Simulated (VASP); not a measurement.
# KBr (I4/mmm) in VASP: further runs

The runs below take KBr through single point, with PBE.

Program: VASP 6.6.1. These are calculated values, not measurements. Logs are shortened: lines on timing, memory, paths and dates and some standing lists are left out, and cuts for length are marked.

### Step 1. The cell of the first run

It takes space group I4/mmm (No. 139, tetragonal). Conventional cell: a = 4.423 Å, b = 4.423 Å, c = 6.750 Å, α = 90.00°, β = 90.00°, γ = 90.00°. K (site symmetry 4/mmm) has 6 Br at 3.13 to 3.37 Å within 4.1 Å. Within 4.1 Å of Br (site symmetry 4/mmm) lie 6 K at 3.13 to 3.37 Å.

### Step 2. Single point, PBE (strain -0.050 along x and y, +0.025 along z)

The input, INCAR:

```
ALGO = Normal
EDIFF = 1E-6
ENCUT = 520
GGA = PE
ISIF = 2
ISMEAR = 0
LASPH = T
LCHARG = F
LREAL = F
LWAVE = F
NBANDS = 15
NELM = 80
PREC = Accurate
SIGMA = 0.05
```

The input, KPOINTS:

```
k-points
0
Gamma
  6 6 6
```

The input, POSCAR:

```
KBr
1.0
    0.0000000000      3.1278750000      3.3748125000
    3.1278750000      0.0000000000      3.3748125000
    3.1278750000      3.1278750000      0.0000000000
K Br
1 1
Direct
    0.0000000000      0.0000000000      0.0000000000
    0.5000000000      0.5000000000      0.5000000000
```

Potentials or basis: VASP PAW PBE potentials, release 64 (K_sv, Br).

The run is started by

```sh
> cat potpaw_PBE.64/K_sv/POTCAR potpaw_PBE.64/Br/POTCAR > POTCAR
> mpirun -np 1 vasp_std > vasp.out
```

OUTCAR:

```text
EDIFF = 1E-6
   ENCUT = 520
   GGA = PE
   ISIF = 2
   ISMEAR = 0
   LASPH = T
   LREAL = F
   NELM = 80
   PREC = Accurate

 ion  position               nearest neighbor table
   1  0.000  0.000  0.000-   2 3.13   2 3.13   2 3.13   2 3.13
   2  0.500  0.500  0.500-   1 3.13   1 3.13   1 3.13   1 3.13

  LATTYP: Found a body centered tetragonal cell.
 ALAT       =     4.4234832464
 C/A-ratio  =     1.5258620015

  Lattice vectors:

 A1 = (  -3.1278750000,   0.0000000000,   3.3748125000)
 A2 = (   3.1278750000,   0.0000000000,   3.3748125000)
 A3 = (   0.0000000000,   3.1278750000,  -3.3748125000)

Analysis of symmetry for initial positions (statically):
=====================================================================
 Subroutine PRICEL returns:
 Original cell was already a primitive cell.

 Routine SETGRP: Setting up the symmetry group for a
 body centered tetragonal supercell.

 Subroutine GETGRP returns: Found 16 space group operations
 (whereof 16 operations were pure point group operations)
 out of a pool of 16 trial point group operations.

The static configuration has the point symmetry D_4h.

Analysis of symmetry for dynamics (positions and initial velocities):
=====================================================================
 Subroutine PRICEL returns:
 Original cell was already a primitive cell.

 Routine SETGRP: Setting up the symmetry group for a
 body centered tetragonal supercell.

 Subroutine GETGRP returns: Found 16 space group operations
 (whereof 16 operations were pure point group operations)
 out of a pool of 16 trial point group operations.

The dynamic configuration has the point symmetry D_4h.

 Subroutine INISYM returns: Found 16 space group operations
 (whereof 16 operations are pure point group operations),
 and found     1 'primitive' translations

----------------------------------------------------------------------------------------

                                     Primitive cell

  volume of cell :      66.0356

  direct lattice vectors                    reciprocal lattice vectors
     0.000000000  3.127875000  3.374812500    -0.159852935  0.159852935  0.148156379
     3.127875000  0.000000000  3.374812500     0.159852935 -0.159852935  0.148156379
     3.127875000  3.127875000  0.000000000     0.159852935  0.159852935 -0.148156379

  length of vectors
     4.601408635  4.601408635  4.423483246     0.270289168  0.270289168  0.270289168

  position of ions in fractional coordinates (direct lattice)
     0.000000000  0.000000000  0.000000000
     0.500000000  0.500000000  0.500000000

  ion indices of the primitive-cell ions
   primitive index   ion index
                 1           1
                 2           2

----------------------------------------------------------------------------------------

 KPOINTS: k-points

Automatic generation of k-mesh.
 Grid dimensions read from file:
 generate k-points for:    6    6    6

 Generating k-lattice:

  Cartesian coordinates                     Fractional coordinates (reciprocal lattice)
    -0.026642156  0.026642156  0.024692730     0.166666667 -0.000000000  0.000000000
     0.026642156 -0.026642156  0.024692730    -0.000000000  0.166666667  0.000000000
     0.026642156  0.026642156 -0.024692730     0.000000000  0.000000000  0.166666667

  Length of vectors
     0.045048195  0.045048195  0.045048195

  Shift w.r.t. Gamma in fractional coordinates (k-lattice)
     0.000000000  0.000000000  0.000000000

 Subroutine IBZKPT returns following result:
 ===========================================

 Found     30 irreducible k-points:

 Following reciprocal coordinates:
            Coordinates               Weight
  0.000000  0.000000  0.000000      1.000000
  0.166667  0.000000  0.000000      8.000000
  0.333333  0.000000  0.000000      8.000000
  0.500000  0.000000  0.000000      4.000000
  0.166667  0.166667  0.000000      2.000000
  0.333333  0.166667  0.000000      8.000000
[... 16 lines left out ...]
  0.333333  0.000000  0.333333      4.000000
  0.500000  0.000000  0.333333     16.000000
 [... further k-points ...]
   k-points           NKPTS =     30   k-points in BZ     NKDIM =     30   number of bands    NBANDS=     15
   number of dos      NEDOS =    301   number of ions     NIONS =      2
   total plane-waves  NPLWV =  46656
   dimension x,y,z NGX =    36 NGY =   36 NGZ =   36
   dimension x,y,z NGXF=    72 NGYF=   72 NGZF=   72
   ions per type =               1   1
   NGX,Y,Z   is equivalent  to a cutoff of  13.01, 13.01, 13.53 a.u.
   NGXF,Y,Z  is equivalent  to a cutoff of  26.01, 26.01, 27.06 a.u.
 SYSTEM =  unknown system
   PREC   = accura    normal or accurate (medium, high low for compatibility)
   ISTART =      0    job   : 0-new  1-cont  2-samecut
   ICHARG =      2    charge: 1-file 2-atom 10-const
   ISPIN  =      1    spin polarized calculation?
   LNONCOLLINEAR =      F non collinear calculations
   LSORBIT =      F    spin-orbit coupling
   LASPH  =      T    aspherical Exc in radial PAW
   ENCUT  =  520.0 eV  38.22 Ry    6.18 a.u.   8.56  8.56  8.22*2*pi/ulx,y,z
   NELM   =     80;   NELMIN=  2; NELMDL= -5     # of ELM steps
   EDIFF  = 0.1E-05   stopping-criterion for ELM
   LREAL  =      F    real-space projection
   EDIFFG = 0.1E-04   stopping-criterion for IOM
   NSW    =      0    number of steps for IOM
   IBRION =     -1    ionic relax: 0-MD 1-quasi-New 2-CG
   NFREE  =      0    steps in history (QN), initial steepest desc. (CG)
   ISIF   =      2    stress and relaxation
   ISYM   =      2    0-nonsym 1-usesym 2-fastsym
   POTIM  = 0.5000    time-step for ionic-motion
   TEBEG  =    0.0;   TEEND  =   0.0 temperature during run
   PSTRESS=    0.0 pullay stress
   NELECT =      16.0000    total number of electrons
   NUPDOWN=      -1.0000    fix difference up-down
   EMIN   =  10.00;   EMAX   =-10.00  energy-range for DOS
   EFERMI =   0.00;   METHOD = LEGACY
   ISMEAR =     0;   SIGMA  =   0.05  broadening in eV -4-tet -1-fermi 0-gaus
   EFERMI_NEDOS =   21; number of points for ismear=-14 and -15
   IALGO  =     38    algorithm
   IMIX   =      4    mixing-type and parameters
     AMIX     =   0.40;   BMIX     =  1.00
     AMIX_MAG =   1.60;   BMIX_MAG =  1.00
  volume/ion in A,a.u.               =      33.02       222.82
  Fermi-wavevector in a.u.,A,eV,Ry     =   1.020599  1.928653 14.172146  1.041623
  Thomas-Fermi vector in A             =   2.154178
   LORBIT       =      0    0 simple, 1 ext, 2 COOP (PROOUT), +10 PAW based schemes
   GGA     = PE    functional components
   LHFCALC =     F    Hartree Fock is set to
   AEXX    =    0.0000 exact exchange contribution
   IVDW    =     0    specifies the selected vdW correction
   LEPSILON=     F    determine dielectric tensor
   LRPA    =     F    only Hartree local field effects (RPA)
 non-spin polarized calculation
 Gauss-broadening in eV      SIGMA  =   0.05
  energy-cutoff  :      520.00
  volume of cell :       66.04
 maximum number of plane-waves:      1801
 NGX is ok and might be reduce to    36
   NGX = 17   NGY = 17   NGZ = 17

 number of electron      16.0000001 magnetization

 Free energy of the ion-electron system (eV)
  ---------------------------------------------------
  ext. energy  EPLUGINS =         0.00000000
  ---------------------------------------------------
  free energy    TOTEN  =        -6.12037154 eV

  energy without entropy =       -6.12037154  energy(sigma->0) =       -6.12037154

 E-fermi :  -1.0845     XC(G=0):  -7.7074

 val. band max:       -1.3548480940   @ k =   0.0000   0.0000   0.0000
 cond. band min:       3.2715854220   @ k =   0.0000   0.0000   0.0000
 fundamental gap:      4.6264335160
 Fermi energy:        -1.0844848845

 k-point     1 :       0.0000    0.0000    0.0000
  band No.  band energies     occupation
      1     -28.9797      2.00000
      2     -13.7926      2.00000
      3     -12.4704      2.00000
      4     -12.4704      2.00000
      5     -12.4653      2.00000
      6      -1.4221      2.00000
      7      -1.3548      2.00000
      8      -1.3548      2.00000
      9       3.2716      0.00000
     10       5.9079      0.00000
     11       6.4081      0.00000
     12       6.4081      0.00000
     13       6.9795      0.00000
     14       7.2779      0.00000
     15      10.4643      0.00000

 k-point     2 :       0.1667    0.0000    0.0000
  band No.  band energies     occupation
      1     -28.9774      2.00000
      2     -13.8591      2.00000
      3     -12.4707      2.00000
      4     -12.4690      2.00000
      5     -12.3775      2.00000
      6      -1.8022      2.00000
      7      -1.5120      2.00000
      8      -1.4711      2.00000
      9       3.9702      0.00000
     10       6.0657      0.00000
     11       6.4966      0.00000
     12       6.7435      0.00000
     13       7.3924      0.00000
     14       7.7159      0.00000
     15      11.4279      0.00000

 k-point     3 :       0.3333    0.0000    0.0000
  band No.  band energies     occupation
      1     -28.9727      2.00000
      2     -13.9726      2.00000
      3     -12.4801      2.00000
      4     -12.4661      2.00000
      5     -12.2109      2.00000
      6      -2.4672      2.00000
      7      -1.7156      2.00000
      8      -1.6872      2.00000
      9       5.0394      0.00000
     10       6.5305      0.00000
     11       7.4136      0.00000
     12       7.6568      0.00000
     13       8.4230      0.00000
     14       8.8132      0.00000
     15      10.3741      0.00000

 k-point     4 :       0.5000    0.0000    0.0000
  band No.  band energies     occupation
      1     -28.9704      2.00000
      2     -14.0226      2.00000
      3     -12.4848      2.00000
      4     -12.4646      2.00000
      5     -12.1336      2.00000
      6      -2.7464      2.00000
      7      -1.8098      2.00000
      8      -1.7883      2.00000
      9       5.3762      0.00000
     10       7.1319      0.00000
     11       8.6286      0.00000
     12       8.6292      0.00000
     13       8.6878      0.00000
     14       9.3232      0.00000
     15       9.6218      0.00000
[... 307 lines left out ...]
 k-point    22 :      -0.3333    0.5000    0.1667
  band No.  band energies     occupation
      1     -28.9693      2.00000
      2     -13.7988      2.00000
      3     -12.5648      2.00000
      4     -12.5335      2.00000
      5     -12.3443      2.00000
      6      -2.2417      2.00000
      7      -1.9442      2.00000
      8      -1.8122      2.00000
      9       5.3142      0.00000
     10       6.9251      0.00000
     11       7.1336      0.00000
     12       8.1113      0.00000
     13       8.8857      0.00000
     14       9.6003      0.00000
     15      10.1206      0.00000

 k-point    23 :       0.3333    0.0000    0.3333
  band No.  band energies     occupation
      1     -28.9697      2.00000
      2     -13.8227      2.00000
      3     -12.5253      2.00000
      4     -12.4961      2.00000
      5     -12.3897      2.00000
      6      -2.3244      2.00000
      7      -1.6694      2.00000
      8      -1.6660      2.00000
      9       4.7057      0.00000
     10       5.4389      0.00000
     11       7.8822      0.00000
     12       8.7800      0.00000
     13       8.8338      0.00000
     14       8.9607      0.00000
     15      10.1531      0.00000

 k-point    24 :       0.5000    0.0000    0.3333
  band No.  band energies     occupation
      1     -28.9676      2.00000
      2     -13.7744      2.00000
      3     -12.5542      2.00000
      4     -12.5078      2.00000
      5     -12.4308      2.00000
      6      -2.2643      2.00000
      7      -1.8777      2.00000
      8      -1.7475      2.00000
      9       4.8251      0.00000
     10       6.3764      0.00000
     11       7.8977      0.00000
     12       8.4276      0.00000
     13       8.8111      0.00000
     14       9.3317      0.00000
     15      10.0786      0.00000

 [... further k-points ...]

------------------------ aborting loop because EDIFF is reached ----------------------------------------

  FORCE on cell =-STRESS in cart. coord.  units (eV):
  Direction    XX          YY          ZZ          XY          YZ          ZX
  --------------------------------------------------------------------------------------
  -------------------------------------------------------------------------------------
  Total        1.6462980      1.6462980      0.2303155      0.0000000      0.0000000      0.0000000
  in kB       39.9429928     39.9429928      5.5879851      0.0000000      0.0000000      0.0000000
  external PRESSURE =      28.4913236 kB  Pullay stress =       0.0000000 kB

 VOLUME and BASIS-vectors are now :
 -----------------------------------------------------------------------------
  energy-cutoff  :      520.00
  volume of cell :       66.04
      direct lattice vectors                 reciprocal lattice vectors
     0.000000000  3.127875000  3.374812500    -0.159852935  0.159852935  0.148156379
     3.127875000  0.000000000  3.374812500     0.159852935 -0.159852935  0.148156379
     3.127875000  3.127875000  0.000000000     0.159852935  0.159852935 -0.148156379

 POSITION                                       TOTAL-FORCE (eV/Angst)
 -----------------------------------------------------------------------------------
      0.00000      0.00000      0.00000        -0.000000      0.000000      0.000000
      3.12787      3.12787      3.37481         0.000000     -0.000000     -0.000000
 -----------------------------------------------------------------------------------
    total drift:                                0.000000      0.000000      0.000000

  FREE ENERGIE OF THE ION-ELECTRON SYSTEM (eV)
  ---------------------------------------------------
  free  energy   TOTEN  =        -6.1203715445 eV

  energy  without entropy=       -6.1203715445  energy(sigma->0) =       -6.12037154
```

Run time: 39 s. Hardware: 1 thread of AMD EPYC 7R43 (Zen 3), shared host; peak memory 0.17 GiB.

Results:

| Property | Result |
| --- | --- |
| Free energy | -6.1204 eV |
| Pressure | 2.8 GPa |
| Band gap on the k mesh | 4.63 eV, direct |

Stress tensor (GPa, compression positive):
```
3.99 0.00 0.00
0.00 3.99 0.00
0.00 0.00 0.56
```

Levels at points of the mesh, in eV from the valence-band top:
```
           k point  band 5  band 6  band 7  band 8  band 9  band 10  band 11  band 12
(0.00, 0.00, 0.00)  -11.11   -0.07    0.00    0.00    4.63     7.26     7.76     7.76
(0.50, 0.00, 0.00)  -10.78   -1.39   -0.46   -0.43    6.73     8.49     9.98     9.98
(0.50, 0.50, 0.00)  -11.15   -1.01   -0.25   -0.25    5.79     7.49     9.37     9.69
(0.50, 0.00, 0.50)  -11.15   -0.88   -0.39   -0.36    5.71     7.51     9.56    10.02
```

Caveat: the cell differs from its parent crystal (strain -0.050 along x and y, +0.025 along z).

### Step 3. Single point, PBE (strain -0.050 along x and y, +0.050 along z)

The input, INCAR:

```
PREC = Accurate
ENCUT = 520
EDIFF = 1E-7
ISMEAR = 0
SIGMA = 0.05
LREAL = F
LASPH = T
NELM = 100
ALGO = Normal
ISIF = 2
LWAVE = F
LCHARG = F
GGA = PE
NBANDS = 15
```

The input, KPOINTS:

```
Automatic mesh
0
Gamma
  6 6 6
```

The input, POSCAR:

```
KBr
1.0
    0.0000000000      3.1278750000      3.4571250000
    3.1278750000      0.0000000000      3.4571250000
    3.1278750000      3.1278750000      0.0000000000
K Br
1 1
Direct
    0.0000000000      0.0000000000      0.0000000000
    0.5000000000      0.5000000000      0.5000000000
```

Potentials or basis: VASP PAW PBE potentials, release 64 (K_sv, Br).

The run is started by

```sh
> cat potpaw_PBE.64/K_sv/POTCAR potpaw_PBE.64/Br/POTCAR > POTCAR
> mpirun -np 1 vasp_std > vasp.out
```

Wall time 37 s (1 thread of AMD EPYC 7R43 (Zen 3), shared host); peak memory 0.18 GiB.

The run converged. Its results:

```
Free energy            : -6.1225 eV
Pressure               : 2.5 GPa
Band gap on the k mesh : 4.54 eV, direct
```

Stress tensor (GPa, compression positive):
```
 3.78  0.00  0.00
 0.00  3.78  0.00
 0.00  0.00 -0.13
```

Levels at points of the mesh, in eV from the valence-band top:
```tsv
k point	band 5	band 6	band 7	band 8	band 9	band 10	band 11	band 12
(0.00, 0.00, 0.00)	-11.16	-0.08	0.00	0.00	4.54	7.18	7.82	7.82
(0.50, 0.00, 0.00)	-10.82	-1.35	-0.44	-0.42	6.67	8.37	9.90	9.93
(0.50, 0.50, 0.00)	-11.19	-0.99	-0.23	-0.23	5.83	7.40	9.31	9.44
(0.50, 0.00, 0.50)	-11.19	-0.84	-0.40	-0.35	5.74	7.43	9.55	9.95
```

Caveat: the cell differs from its parent crystal (strain -0.050 along x and y, +0.050 along z).

### Step 4. Single point, PBE (strain +0.000 along x and y, -0.050 along z)

The input, INCAR:

```
SYSTEM = KBr
PREC = Accurate ; ENCUT = 520
EDIFF = 1E-6 ; ISMEAR = 0
SIGMA = 0.05 ; LREAL = .FALSE.
LASPH = .TRUE. ; NELM = 100
ALGO = Normal ; ISIF = 2
LWAVE = .FALSE. ; LCHARG = .TRUE.
GGA = PE ; LELF = .TRUE.
LVHAR = .TRUE. ; NBANDS = 15
```

The input, KPOINTS:

```
Automatic mesh
0
G
  6 6 6
  0 0 0
```

The input, POSCAR:

```
KBr
1.0
    0.0000000000      3.2925000000      3.1278750000
    3.2925000000      0.0000000000      3.1278750000
    3.2925000000      3.2925000000      0.0000000000
K Br
1 1
Direct
    0.0000000000      0.0000000000      0.0000000000
    0.5000000000      0.5000000000      0.5000000000
```

The run is started by

```sh
> cat potpaw_PBE.64/K_sv/POTCAR potpaw_PBE.64/Br/POTCAR > POTCAR
> mpirun -np 1 vasp_std > vasp.out
```

Wall time 42 s (1 thread of AMD EPYC 7R43 (Zen 3), shared host); peak memory 0.18 GiB.

It converged, with:

| Property | Result |
| --- | --- |
| Free energy | -6.1643 eV |
| Pressure | 2.0 GPa |
| Band gap on the k mesh | 4.56 eV, direct |

Stress tensor (GPa, compression positive):
```
1.20 0.00 0.00
0.00 1.20 0.00
0.00 0.00 3.73
```

Levels at points of the mesh, in eV from the valence-band top:
```tsv
k point	band 4	band 5	band 6	band 7	band 8	band 9	band 10	band 11	band 12	band 13
(0.00, 0.00, 0.00)	-11.17	-11.17	-0.04	-0.04	0.00	4.56	7.48	7.48	7.81	8.32
(0.50, 0.00, 0.00)	-11.17	-10.87	-1.33	-0.42	-0.41	6.68	8.41	9.89	9.90	10.01
(0.50, 0.50, 0.00)	-11.22	-11.22	-0.83	-0.39	-0.39	5.72	7.43	9.52	9.90	9.97
(0.50, 0.00, 0.50)	-11.23	-11.20	-0.93	-0.31	-0.30	5.79	7.37	9.40	9.71	9.87
```

Caveat: the cell differs from its parent crystal (strain +0.000 along x and y, -0.050 along z).

### Step 5. Overview

```tsv
cell	gap on the mesh (eV)	pressure (GPa)
a = 4.601, b = 4.601, c = 4.423 Å, angles 61.3, 61.3, 57.5°, 2 atoms	4.63	2.8
a = 4.662, b = 4.662, c = 4.423 Å, angles 61.7, 61.7, 56.6°, 2 atoms	4.54	2.5
a = 4.541, b = 4.541, c = 4.656 Å, angles 59.2, 59.2, 61.7°, 2 atoms	4.56	2.0
```

Alike in all rows: task single point; level PBE; potentials or basis VASP PAW PBE potentials, release 64 (K_sv, Br); no spin polarisation; k mesh 6 × 6 × 6; cutoff (eV) 520; smearing gaussian 0.05 eV.

Absolute energies hang on the potentials; compare differences alone.
